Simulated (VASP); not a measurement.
# CdSe in VASP: settings compared

Aim: see how the results for CdSe move with the level of theory and the settings. Levels: r2SCAN, PBEsol. Tasks: single point.

Program: VASP 6.6.1. These are calculated values, not measurements. Logs are shortened: lines on timing, memory, paths and dates and some standing lists are left out, and cuts for length are marked.

## (1) The cell of the first run

The cell holds layers of an interface, 6 atoms: a = 4.289 Å, b = 4.289 Å, c = 10.555 Å, α = 90.00°, β = 90.00°, γ = 120.00°.

## (2) Single point, r2SCAN

File POSCAR:

```
CdSe
1.0
    3.0329650000     -3.0329650000      0.0000000000
    0.0000000000      3.0329650000     -3.0329650000
    6.0942190000      6.0942190000      6.0942190000
Cd Se
3 3
Direct
    0.0000000000      0.0000000000      0.0003220000
    0.3333330000      0.6666670000      0.3336550000
    0.6666670000      0.3333330000      0.6669890000
    0.0000000000      0.0000000000      0.2496780000
    0.3333330000      0.6666670000      0.5830110000
    0.6666670000      0.3333330000      0.9163450000
```

File INCAR.step1:

```
  PREC = Accurate
  ENCUT = 440
  ISMEAR = -1
  SIGMA = 0.05
  LREAL = F
  LASPH = T
  NELM = 120
  NBANDS = 36
  GGA = PE
  ALGO = Normal
  EDIFF = 1E-5
  LWAVE = T
  LCHARG = F
  GGA_COMPAT = F
```

File INCAR.step2:

```
  PREC = Accurate
  ENCUT = 440
  EDIFF = 1E-6
  ISMEAR = -1
  SIGMA = 0.05
  LREAL = F
  LASPH = T
  NELM = 120
  ALGO = Normal
  ISIF = 2
  LWAVE = F
  LCHARG = T
  METAGGA = R2SCAN
  LMIXTAU = T
  LELF = T
  LVHAR = T
  NBANDS = 36
  ISTART = 1
  GGA_COMPAT = F
```

File KPOINTS:

```
regular mesh
0
Gamma
  4 4 2
```

Potentials or basis: VASP PAW PBE potentials, release 64 (Cd, Se).

Started as:

```
$ cat potpaw_PBE.64/Cd/POTCAR potpaw_PBE.64/Se/POTCAR > POTCAR
$ cp INCAR.step1 INCAR
$ mpirun -np 1 vasp_std > vasp.out
$ cp INCAR.step2 INCAR
$ mpirun -np 1 vasp_std > vasp.out
```

OUTCAR:

```text
PREC = Accurate
   ENCUT = 440
   EDIFF = 1E-6
   ISMEAR = -1
   LREAL = F
   LASPH = T
   NELM = 120
   ISIF = 2
   METAGGA = R2SCAN
   ISTART = 1

 ion  position               nearest neighbor table
   1  0.000  0.000  0.000-   6 2.63   6 2.63   6 2.63   4 2.63
   2  0.333  0.667  0.334-   4 2.63   4 2.63   4 2.63   5 2.63
   3  0.667  0.333  0.667-   5 2.63   5 2.63   5 2.63   6 2.63
   4  0.000  0.000  0.250-   2 2.63   2 2.63   2 2.63   1 2.63
   5  0.333  0.667  0.583-   3 2.63   3 2.63   3 2.63   2 2.63
   6  0.667  0.333  0.916-   1 2.63   1 2.63   1 2.63   3 2.63

  LATTYP: Found a hexagonal cell.
 ALAT       =     4.2892602372
 C/A-ratio  =     2.4609131544

  Lattice vectors:

 A1 = (   3.0329650000,  -3.0329650000,   0.0000000000)
 A2 = (   0.0000000000,   3.0329650000,  -3.0329650000)
 A3 = (   6.0942190000,   6.0942190000,   6.0942190000)

Analysis of symmetry for initial positions (statically):
=====================================================================
 Subroutine PRICEL returns following result:

  LATTYP: Found a trigonal (rhomboedric) cell.
 ALAT       =     4.3026018302
 COS(alpha) =     0.5030962592

  Lattice vectors:

 A1 = (   3.0423916243,   0.0094296572,   3.0423916243)
 A2 = (   3.0423916243,   3.0423946572,   0.0094266243)
 A3 = (   0.0094357515,   3.0423946855,   3.0424007515)

   3 primitive cells build up your supercell.

 Routine SETGRP: Setting up the symmetry group for a
 hexagonal supercell.

 Subroutine GETGRP returns: Found  6 space group operations
 (whereof  6 operations were pure point group operations)
 out of a pool of 24 trial point group operations.

The static configuration has the point symmetry C_3v.

Analysis of symmetry for dynamics (positions and initial velocities):
=====================================================================
 Subroutine PRICEL returns following result:

  LATTYP: Found a trigonal (rhomboedric) cell.
 ALAT       =     4.3026018302
 COS(alpha) =     0.5030962592

  Lattice vectors:

 A1 = (   3.0423916243,   0.0094296572,   3.0423916243)
 A2 = (   3.0423916243,   3.0423946572,   0.0094266243)
 A3 = (   0.0094357515,   3.0423946855,   3.0424007515)

[... 88 lines left out ...]
   LSORBIT =      F    spin-orbit coupling
   LASPH  =      T    aspherical Exc in radial PAW
   ENCUT  =  440.0 eV  32.34 Ry    5.69 a.u.   7.34  7.34 18.05*2*pi/ulx,y,z
   NELM   =    120;   NELMIN=  2; NELMDL=  0     # of ELM steps
   EDIFF  = 0.1E-05   stopping-criterion for ELM
   LREAL  =      F    real-space projection
   EDIFFG = 0.1E-04   stopping-criterion for IOM
   NSW    =      0    number of steps for IOM
   IBRION =     -1    ionic relax: 0-MD 1-quasi-New 2-CG
   NFREE  =      0    steps in history (QN), initial steepest desc. (CG)
   ISIF   =      2    stress and relaxation
   ISYM   =      2    0-nonsym 1-usesym 2-fastsym
   POTIM  = 0.5000    time-step for ionic-motion
   TEBEG  =    0.0;   TEEND  =   0.0 temperature during run
   PSTRESS=    0.0 pullay stress
   NELECT =      54.0000    total number of electrons
   NUPDOWN=      -1.0000    fix difference up-down
   EMIN   =  10.00;   EMAX   =-10.00  energy-range for DOS
   EFERMI =   0.00;   METHOD = LEGACY
   ISMEAR =    -1;   SIGMA  =   0.05  broadening in eV -4-tet -1-fermi 0-gaus
   EFERMI_NEDOS =   21; number of points for ismear=-14 and -15
   IALGO  =     38    algorithm
   IMIX   =      4    mixing-type and parameters
     AMIX     =   0.40;   BMIX     =  1.00
     AMIX_MAG =   1.60;   BMIX_MAG =  1.00
  volume/ion in A,a.u.               =      28.03       189.16
  Fermi-wavevector in a.u.,A,eV,Ry     =   1.121023  2.118427 17.098355  1.256694
  Thomas-Fermi vector in A             =   2.257674
   LORBIT       =      0    0 simple, 1 ext, 2 COOP (PROOUT), +10 PAW based schemes
   METAGGA = R2SCAN    functional components
   LHFCALC =     F    Hartree Fock is set to
   AEXX    =    0.0000 exact exchange contribution
   IVDW    =     0    specifies the selected vdW correction
   LEPSILON=     F    determine dielectric tensor
   LRPA    =     F    only Hartree local field effects (RPA)
 non-spin polarized calculation
  energy-cutoff  :      440.00
  volume of cell :      168.18
 maximum number of plane-waves:      3559
 NGX is ok and might be reduce to    30
   NGX = 15   NGY = 15   NGZ = 37

 number of electron      54.0000011 magnetization

 Free energy of the ion-electron system (eV)
  ---------------------------------------------------
  ext. energy  EPLUGINS =         0.00000000
  ---------------------------------------------------
  free energy    TOTEN  =      -107.64706203 eV

  energy without entropy =     -107.64705954  energy(sigma->0) =     -107.64706079

 E-fermi :   1.2552     XC(G=0):  -9.4407

 val. band max:        0.6905807712   @ k =   0.0000   0.0000   0.0000
 cond. band min:       1.7703556134   @ k =   0.0000   0.0000   0.0000
 fundamental gap:      1.0797748423
 Fermi energy:         1.2552194799

 k-point     1 :       0.0000    0.0000    0.0000
  band No.  band energies     occupation
      1     -12.3550      2.00000
      2     -12.0701      2.00000
      3     -12.0700      2.00000
      4      -7.5086      2.00000
      5      -7.5054      2.00000
      6      -7.5054      2.00000
[... 301 lines left out ...]
     35       7.7253      0.00000
     36       7.7496      0.00000

------------------------ aborting loop because EDIFF is reached ----------------------------------------

  FORCE on cell =-STRESS in cart. coord.  units (eV):
  Direction    XX          YY          ZZ          XY          YZ          ZX
  --------------------------------------------------------------------------------------
  -------------------------------------------------------------------------------------
  Total        1.8584898      1.8584898      1.8584898     -0.1747705     -0.1747705     -0.1747705
  in kB       17.7050294     17.7050294     17.7050294     -1.6649627     -1.6649627     -1.6649627
  external PRESSURE =      17.7050294 kB  Pullay stress =       0.0000000 kB

 VOLUME and BASIS-vectors are now :
 -----------------------------------------------------------------------------
  energy-cutoff  :      440.00
  volume of cell :      168.18
      direct lattice vectors                 reciprocal lattice vectors
     3.032965000 -3.032965000  0.000000000     0.219806911 -0.109903455 -0.109903455
     0.000000000  3.032965000 -3.032965000     0.109903455  0.109903455 -0.219806911
     6.094219000  6.094219000  6.094219000     0.054696645  0.054696645  0.054696645

 POSITION                                       TOTAL-FORCE (eV/Angst)
 -----------------------------------------------------------------------------------
      0.00196      0.00196      0.00196         0.009329      0.009329      0.009329
      3.04435      3.04436      0.01139         0.009329      0.009329      0.009329
      6.08675      3.05379      3.05379         0.009329      0.009329      0.009329
      1.52159      1.52159      1.52159        -0.009329     -0.009329     -0.009329
      4.56398      4.56399      1.53102        -0.009329     -0.009329     -0.009329
      7.60638      4.57342      4.57342        -0.009329     -0.009329     -0.009329
 -----------------------------------------------------------------------------------
    total drift:                               -0.006302     -0.006302     -0.006302

  FREE ENERGIE OF THE ION-ELECTRON SYSTEM (eV)
  ---------------------------------------------------
  free  energy   TOTEN  =      -107.6470620326 eV

  energy  without entropy=     -107.6470595378  energy(sigma->0) =     -107.64706079
```

OUTCAR.step1:

```text
PREC = Accurate
   ENCUT = 440
   ISMEAR = -1
   LREAL = F
   LASPH = T
[... 543 lines left out ...]
      6.08675      3.05379      3.05379         0.010355      0.010355      0.010355
      1.52159      1.52159      1.52159        -0.010355     -0.010355     -0.010355
      4.56398      4.56399      1.53102        -0.010355     -0.010355     -0.010355
      7.60638      4.57342      4.57342        -0.010355     -0.010355     -0.010355
 -----------------------------------------------------------------------------------
    total drift:                               -0.000217     -0.000217     -0.000218

  FREE ENERGIE OF THE ION-ELECTRON SYSTEM (eV)
  ---------------------------------------------------
  free  energy   TOTEN  =       -16.3073863333 eV

  energy  without entropy=      -16.3072077552  energy(sigma->0) =      -16.30729704
```

It took 5.9 min on 1 thread of Intel Xeon 8259CL, shared host; peak memory 0.27 GiB.

Results:

```yaml
Free_energy: -107.6471 eV
Pressure: 1.8 GPa
Largest_force: 0.016 eV/Å
Band_gap_on_the_k_mesh: 1.08 eV
```

Forces on the atoms (eV/Å):
```
Cd   0.009  0.009  0.009
Cd   0.009  0.009  0.009
Cd   0.009  0.009  0.009
Se  -0.009 -0.009 -0.009
Se  -0.009 -0.009 -0.009
Se  -0.009 -0.009 -0.009
```

Stress tensor (GPa, compression positive):
```
 1.77 -0.17 -0.17
-0.17  1.77 -0.17
-0.17 -0.17  1.77
```

Caveat: the k points lie up to 0.42 Å⁻¹ apart; the PAW data sets were made with another functional, which shifts forces and pressure a little.

## (3) Single point, PBEsol

File INCAR:

```
SYSTEM = CdSe
  ALGO = Normal
  EDIFF = 1E-6
  ENCUT = 400
  GGA = PS
  GGA_COMPAT = .FALSE.
  ISIF = 2
  ISMEAR = -1
  LASPH = .TRUE.
  LCHARG = .FALSE.
  LREAL = .FALSE.
  LWAVE = .FALSE.
  NBANDS = 36
  NELM = 120
  PREC = Accurate
  SIGMA = 0.05
```

File KPOINTS:

```
k-points
0
G
  6 6 3
  0 0 0
```

File POSCAR:

```
CdSe
1.0
    3.0329650000     -3.0329650000      0.0000000000
    0.0000000000      3.0329650000     -3.0329650000
    6.0942190751      6.0942190751      6.0942190751
Cd Se
3 3
Direct
    0.0000000000      0.0000000000      0.0003218000
    0.3333333000      0.6666667000      0.3336552000
    0.6666667000      0.3333333000      0.6669885000
    0.0000000000      0.0000000000      0.2496782000
    0.3333333000      0.6666667000      0.5830115000
    0.6666667000      0.3333333000      0.9163448000
```

Potentials or basis: VASP PAW PBE potentials, release 64 (Cd, Se).

Started as:

```
$ cat potpaw_PBE.64/Cd/POTCAR potpaw_PBE.64/Se/POTCAR > POTCAR
$ mpirun -np 1 vasp_std > vasp.out
```

Run time: 1.7 min. Hardware: 1 thread of Intel Xeon 8259CL, shared host; peak memory 0.25 GiB.

Results (log left out):

```
Free energy            : -18.5179 eV
Pressure               : 0.1 GPa
Band gap on the k mesh : 0.48 eV
```

Forces in eV/Å, atoms in the order of the input:
```
Cd   0.001  0.001  0.001
Cd   0.001  0.001  0.001
Cd   0.001  0.001  0.001
Se  -0.001 -0.001 -0.001
Se  -0.001 -0.001 -0.001
Se  -0.001 -0.001 -0.001
```

Stress tensor (GPa, compression positive):
```
 0.14 -0.08 -0.08
-0.08  0.14 -0.08
-0.08 -0.08  0.14
```

Levels at points of the mesh, in eV from the valence-band top:
| k point | band 25 | band 26 | band 27 | band 28 | band 29 | band 30 |
| --- | --- | --- | --- | --- | --- | --- |
| (0.00, 0.00, 0.00) | -0.02 | 0.00 | 0.00 | 0.48 | 2.32 | 2.32 |
| (0.50, 0.00, 0.00) | -1.62 | -1.08 | -1.08 | 2.98 | 3.27 | 3.27 |

Caveat: the PAW data sets were made with another functional, which shifts forces and pressure a little.

(Continued in part 2 of 2.)
